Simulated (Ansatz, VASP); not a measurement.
## C in VASP and in Ansatz

INCAR

```
SYSTEM = C
PREC     = Accurate       ! precision mode
ENCUT    = 520            ! plane-wave cutoff, eV
EDIFF    = 1E-7           ! SCF threshold, eV
ISMEAR   = 0              ! smearing method
SIGMA    = 0.05           ! smearing width, eV
LREAL    = .FALSE.        ! projectors in reciprocal space
LASPH    = .TRUE.         ! aspherical terms in the spheres
NELM     = 100            ! most SCF steps
ALGO     = Normal         ! electronic algorithm
ISIF     = 2              ! what is computed and relaxed
LWAVE    = .FALSE.        ! write WAVECAR
LCHARG   = .FALSE.        ! write CHGCAR
GGA      = PE             ! functional
NBANDS   = 36             ! bands
```

File KPOINTS:

```
regular mesh
0
G
  12 12 2
  0 0 0
```

File POSCAR:

```
C
1.0
    2.4764000000      0.0000000000      0.0000000000
   -1.2382000000      2.1446253099      0.0000000000
    0.0000000000      0.0000000000     12.1184000000
C
12
Direct
    0.0000000000      0.0000000000      0.1868593266
    0.0000000000      0.0000000000      0.6868593266
    0.0000000000      0.0000000000      0.3131406734
    0.0000000000      0.0000000000      0.8131406734
    0.3333333333      0.6666666667      0.5207665411
    0.6666666667      0.3333333333      0.0207665411
    0.3333333333      0.6666666667      0.9792334589
    0.6666666667      0.3333333333      0.4792334589
    0.3333333333      0.6666666667      0.6450950823
    0.6666666667      0.3333333333      0.1450950823
    0.3333333333      0.6666666667      0.8549049177
    0.6666666667      0.3333333333      0.3549049177
```

Input for Ansatz:

```yaml
crystal:
  lattice:
    - [2.4764, 0.0, 0.0]
    - [-1.2382, 2.1446253099, 0.0]
    - [0.0, 0.0, 12.1184]
  atoms:
    - { symbol: C, position: [0.0, 0.0, 0.1868593266] }
    - { symbol: C, position: [0.0, 0.0, 0.6868593266] }
    - { symbol: C, position: [0.0, 0.0, 0.3131406734] }
    - { symbol: C, position: [0.0, 0.0, 0.8131406734] }
    - { symbol: C, position: [0.3333333333, 0.6666666667, 0.5207665411] }
    - { symbol: C, position: [0.6666666667, 0.3333333333, 0.0207665411] }
    - { symbol: C, position: [0.3333333333, 0.6666666667, 0.9792334589] }
    - { symbol: C, position: [0.6666666667, 0.3333333333, 0.4792334589] }
    - { symbol: C, position: [0.3333333333, 0.6666666667, 0.6450950823] }
    - { symbol: C, position: [0.6666666667, 0.3333333333, 0.1450950823] }
    - { symbol: C, position: [0.3333333333, 0.6666666667, 0.8549049177] }
    - { symbol: C, position: [0.6666666667, 0.3333333333, 0.3549049177] }
basis:
  ecutwfc: 520.0
kpoints:
  mp_grid: { grid: [12, 12, 2] }
hamiltonian:
  xc: pbe
  pseudopotentials: { kind: paw, azcp: { folder: soft_1 } }
scf:
  occupations: { method: gaussian, width: 0.05 }
output:
  forces: true
  stress: true
  eigenvalues: true
  write_density: true
  write_potential: true
  elf: true
  volumetric_format: npy
```

Alike in both runs: task single point; functional PBE; k mesh 12 × 12 × 2; occupations gaussian, width 0.05 eV; no spin polarisation.

|  | VASP | Ansatz |
| --- | --- | --- |
| version | VASP 6.6.1 | Ansatz 0.2.0 |
| potentials or method | VASP PAW PBE potentials, release 64 (C), cutoff 520 eV | scalar-relativistic, plane waves, PAW |
| valence electrons in the cell | 48 | 48 |

```csv
,VASP,Ansatz,Ansatz less VASP
gap on the k mesh at the Fermi level (eV),4.55,4.56,+0.011
least direct gap on the mesh (eV),5.43,5.44,+0.007
rms of the force components (eV/Å),0.019,0.018,-0.0009
```

Atom by atom the forces differ by 0.001 eV/Å (rms over components).
